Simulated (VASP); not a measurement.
Set up this calculation in VASP 6.6.1, as the native input.

```yaml
Task: single point
Functional: PBE
Potentials_or_basis: VASP PAW PBE potentials, release 64 (Mg, Zn, S)
Cutoff: 520 eV
k_mesh: 2 × 3 × 3
Occupations: gaussian, width 0.1 eV
Spin: no spin polarisation
Dipole_correction: no
Further_INCAR_settings: ALGO = Normal; EDIFF = 1e-06; NBANDS = 41
```

The structure of Mg5ZnS6 lies in POSCAR:

```
Mg5ZnS6
1.0
    0.0000000000      0.0000000000      6.4698924053
    6.9595102876      0.0000000000      0.0000000000
   -3.4797551438      6.0271127069      0.0000000000
Mg Zn S
5 1 6
Direct
    0.0024083011      0.0000000000      0.6698284251
    0.0024083011      0.6698284251      1.0000000000
    0.0024083011      0.3301715749      0.3301715749
    0.5029451717      0.3333333333      0.6666666667
    0.5029451717      0.6666666667      0.3333333333
    0.5042070683      0.0000000000      0.0000000000
    0.3846750577      0.0000000000      0.6768882777
    0.3846750577      0.6768882777      1.0000000000
    0.3846750577      0.3231117223      0.3231117223
    0.8842664075      0.3333333333      0.6666666667
    0.8701196370      0.0000000000      1.0000000000
    0.8842664075      0.6666666667      0.3333333333
```

These files were run (other wordings do the same):

INCAR

```
SYSTEM = Mg5ZnS6
PREC = Accurate
ENCUT = 520
EDIFF = 1E-6
ISMEAR = 0
SIGMA = 0.1
LREAL = .FALSE.
LASPH = .TRUE.
NELM = 80
ALGO = Normal
ISIF = 2
LWAVE = .FALSE.
LCHARG = .FALSE.
GGA = PE
NBANDS = 41
```

KPOINTS

```
regular mesh
0
G
  2 3 3
  0 0 0
```

Potentials or basis: VASP PAW PBE potentials, release 64 (Mg, Zn, S).

The run is started by

```console
$ cat potpaw_PBE.64/Mg/POTCAR potpaw_PBE.64/Zn/POTCAR potpaw_PBE.64/S/POTCAR > POTCAR
$ mpirun -np 1 vasp_std > vasp.out
```

Results of the run:

The pressure is -0.1 GPa. The largest force is 0.023 eV/Å. The band gap on the k mesh is 3.13 eV.

Caveat: the k points lie up to 0.49 Å⁻¹ apart.

It took 65 s on 1 thread of Intel(R) Xeon(R) 6975P-C (Granite Rapids), on a shared host, peak memory 0.38 GiB.
